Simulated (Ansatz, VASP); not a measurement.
CuO in VASP and in Ansatz

File INCAR:

```
SYSTEM = CuO
ALGO = Normal
EDIFF = 1E-6
EDIFFG = -0.01
ENCUT = 600
GGA = PS
IBRION = 2
ISIF = 3
ISMEAR = -1
IVDW = 12
LASPH = .TRUE.
LCHARG = .FALSE.
LREAL = .FALSE.
LWAVE = .FALSE.
NELM = 80
NSW = 60
PREC = Accurate
SIGMA = 0.05
```

Contents of KPOINTS:

```
k-points
0
G
  8 8 6
  0 0 0
```

Contents of POSCAR:

```
CuO
1.0
    3.1754955000      0.0000000000      0.0000000000
    0.0000000000      3.1754955000      0.0000000000
    0.0000000000      0.0000000000      4.6495318700
Cu O
2 2
Direct
    0.0000000000      0.0000000000      0.0000000000
    0.5000000000      0.5000000000      0.0000000000
    0.5000000000      0.0000000000      0.2670000000
    0.0000000000      0.5000000000      0.7330000000
```

Contents of input.yaml:

```yaml
crystal:
  lattice:
    - [3.1754955, 0.0, 0.0]
    - [0.0, 3.1754955, 0.0]
    - [0.0, 0.0, 4.64953187]
  atoms:
    - { symbol: Cu, position: [0.0, 0.0, 0.0] }
    - { symbol: Cu, position: [0.5, 0.5, 0.0] }
    - { symbol: O, position: [0.5, 0.0, 0.267] }
    - { symbol: O, position: [0.0, 0.5, 0.733] }
hamiltonian:
  xc: pbesol
  pseudopotentials: { kind: paw }
  dispersion: d3bj
kpoints:
  mp_grid: { grid: [8, 8, 6] }
scf:
  occupations: { method: fermi_dirac, width: 0.05 }
output:
  forces: true
  stress: true
  eigenvalues: true
  write_density: true
  write_potential: true
  elf: true
  volumetric_format: npy
relax:
  f_tol: 0.01
  max_steps: 40
  cell: { stress_tol: 0.05 }
```

Alike in both runs: task relaxation of cell and atoms; functional PBEsol; dispersion D3(BJ); k mesh 8 × 8 × 6; occupations fermi-dirac, width 0.05 eV; no spin polarisation.

|  | VASP | Ansatz |
| --- | --- | --- |
| version | VASP 6.6.1 | Ansatz 0.2.0 |
| potentials or method | VASP PAW PBE potentials, release 64 (Cu, O) | Ansatz PAW |
| plane-wave cutoff (eV) | 600 | 420 |
| valence electrons in the cell | 34 | 50 |

|  | VASP | Ansatz | Ansatz less VASP |
| --- | --- | --- | --- |
| gap on the k mesh at the Fermi level, each at its own relaxed structure (eV) | none | none | - |
| relaxed volume (Å³/atom) | 10.95 | 10.96 | +0.008 |
| relaxed length of the cell vector where the two differ most in proportion (Å) | 3.824 | 3.826 | +0.0011 |

VASP's potentials were made for PBE, not for PBEsol. A gap of «none» marks a metal or a gap that the smearing closes. VASP's potentials hold 34 valence electrons a cell and Ansatz's 50, so a difference there can come from the potentials and not from the codes.

Noted on Ansatz's run: the plane-wave basis is chosen anew once the cell has moved, so the energies of steps on either side of that aren't comparable.
